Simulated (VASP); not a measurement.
Input of a VASP 6.6.1 run:

The input INCAR:

```
SYSTEM = BaTiO3
PREC     = Accurate       ! precision mode
ENCUT    = 520            ! plane-wave cutoff, eV
EDIFF    = 1E-6           ! SCF threshold, eV
ISMEAR   = 0              ! smearing method
SIGMA    = 0.02           ! smearing width, eV
LREAL    = .FALSE.        ! projectors in reciprocal space
LASPH    = .TRUE.         ! aspherical terms in the spheres
NELM     = 100            ! most SCF steps
ALGO     = Normal         ! electronic algorithm
ISIF     = 2              ! what is computed and relaxed
LWAVE    = .FALSE.        ! write WAVECAR
LCHARG   = .FALSE.        ! write CHGCAR
GGA      = PS             ! functional
NBANDS   = 28             ! bands
```

The input KPOINTS:

```
regular mesh
0
G
  8 8 8
  0 0 0
```

File POSCAR:

```
BaTiO3
1.0
    4.0148208403      0.0000000000      0.0000000000
    0.0000000000      4.0148208403      0.0000000000
    0.0000000000      0.0000000000      4.0076432497
Ba Ti O
1 1 3
Direct
    0.5000000000      0.5000000000      0.5825208317
    0.0000000000      0.0000000000      0.0977311502
    0.0000000000      0.5000000000      0.0634795547
    0.5000000000      0.0000000000      0.0634795547
    0.0000000000      0.0000000000      0.5527858987
```

Potentials or basis: VASP PAW PBE potentials, release 64 (Ba_sv, Ti_sv, O).

The run is started by

```bash
$ cat potpaw_PBE.64/Ba_sv/POTCAR potpaw_PBE.64/Ti_sv/POTCAR potpaw_PBE.64/O/POTCAR > POTCAR
$ mpirun -np 1 vasp_std > vasp.out
```

(1) What does it give for the largest force?

(2) Predict the band gap on the k mesh.

(3) Predict the pressure.

Answers

(1) 0.214 eV/Å.

(2) 1.75 eV, indirect (least direct gap 2.13 eV).

(3) -1.6 GPa.

Caveat: the cell differs from its parent crystal (biaxial strain in the a-b plane: +1.5 %); the PAW data sets were made with another functional, which shifts forces and pressure a little; spin-orbit coupling is left out, which moves the levels of the heavy elements.
